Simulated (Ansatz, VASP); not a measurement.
**Sr: VASP beside Ansatz**

```
Sr
1.0
     0.00000    2.36500    2.36500
     2.36500    0.00000    2.36500
     2.36500    2.36500    0.00000
Sr
1
Direct
  0.00000 0.00000 0.00000
```

Alike in both runs: task single point; functional PBEsol; k mesh 6 × 6 × 6; occupations gaussian, width 0.1 eV; no spin polarisation.

```csv
,VASP,Ansatz
version,VASP 6.6.1,Ansatz 0.2.0
potentials or method,"VASP PAW PBE potentials, release 64 (Sr_sv), cutoff 500 eV","scalar-relativistic, plane waves, PAW"
valence electrons in the cell,10,10
```

Ansatz gave:

```
gap on the k mesh at the Fermi level (eV) : none
pressure (GPa)                            : 22.0
```

Which values does VASP return?

gap on the k mesh at the Fermi level (eV): none; pressure (GPa): 22.2.

VASP's potentials were made for PBE, not for PBEsol. A gap of «none» marks a metal or a gap that the smearing closes. The functional is the same, so the differences come from potentials, cutoffs and numerics.

The k mesh is coarse, so the values compare programs but aren't converged.
